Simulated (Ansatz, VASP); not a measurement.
## Cu6Ru in VASP and in Ansatz

```
Cu Ru
1.0
     2.69154    0.00000    0.00000
     0.00000    2.69154    0.00000
     0.00000    0.00000   23.84373
Cu Ru
12 2
Direct
  0.50000 0.00000 0.32525
  0.00000 0.50000 0.39501
  0.00000 0.50000 0.53500
  0.50000 0.00000 0.46500
  0.00000 0.50000 0.67475
  0.50000 0.00000 0.60499
  0.50000 0.00000 0.88437
  0.00000 0.50000 0.81455
  0.50000 0.00000 0.74464
  0.00000 0.50000 0.11563
  0.50000 0.00000 0.18545
  0.00000 0.50000 0.25536
  0.00000 0.50000 0.96388
  0.50000 0.00000 0.03612
```

Alike in both runs: functional PBE; k mesh 6 × 6 × 1; occupations gaussian, width 0.2 eV; no spin polarisation.

Ansatz relaxed the structure, and its values are those at the end. VASP's run is a single point on that final structure, the one shown.

```csv
,VASP,Ansatz
version,VASP 6.6.1,Ansatz 0.2.0
potentials or method,"VASP PAW PBE potentials, release 64 (Cu, Ru_pv), cutoff 520 eV","scalar-relativistic, plane waves, PAW"
valence electrons in the cell,160,260
```

VASP gave:

| Property | Result |
| --- | --- |
| gap on the k mesh at the Fermi level (eV) | none |
| pressure (GPa) | 0.7 |
| rms of the force components (eV/Å) | 0.006 |

Q: Which values does Ansatz return?

A: gap on the k mesh at the Fermi level (eV): none; pressure (GPa): 0.3; rms of the force components (eV/Å): 0.006.

A gap of «none» marks a metal or a gap that the smearing closes. VASP's potentials hold 160 valence electrons a cell and Ansatz's 260, so a difference there can come from the potentials and not from the codes.

The k mesh is coarse, so the values compare programs but aren't converged.
